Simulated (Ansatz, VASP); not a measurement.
# One calculation of CdHg3O4, two programs

```
CELL_PARAMETERS angstrom
3.37774 -5.13361 0.00000
3.37774 5.13361 0.00000
0.00000 0.00000 3.40173
ATOMIC_POSITIONS crystal
Cd 0.00000 0.00000 0.50000
Hg 0.00000 0.50000 0.00000
Hg 0.50000 0.50000 0.50000
Hg 0.50000 0.00000 0.00000
O 0.74343 0.74343 0.00000
O 0.77586 0.22414 0.50000
O 0.22414 0.77586 0.50000
O 0.25657 0.25657 0.00000
```

Alike in both runs: task single point; functional PBE; k mesh 8 × 8 × 12; occupations gaussian, width 0.1 eV; no spin polarisation.

```csv
,VASP,Ansatz
version,VASP 6.6.1,Ansatz 0.2.0
potentials or method,"VASP PAW PBE potentials, release 64 (Cd, Hg, O), cutoff 520 eV","scalar-relativistic, plane waves, PAW"
valence electrons in the cell,72,104
```

Ansatz gave:

| Item | Value |
| --- | --- |
| gap on the k mesh at the Fermi level (eV) | none |
| pressure (GPa) | 0.0 |
| traceless stress, the component that is largest in VASP (GPa) | 0.01 |
| rms of the force components (eV/Å) | 0.000 |

Q: Which values does VASP return?

A: gap on the k mesh at the Fermi level (eV): none; pressure (GPa): 0.9; traceless stress, the component that is largest in VASP (GPa): -0.22; rms of the force components (eV/Å): 0.011.

Atom by atom the forces differ by 0.011 eV/Å (rms over components). A gap of «none» marks a metal or a gap that the smearing closes. VASP's potentials hold 72 valence electrons a cell and Ansatz's 104, so a difference there can come from the potentials and not from the codes.

Neither program's run includes spin-orbit coupling.
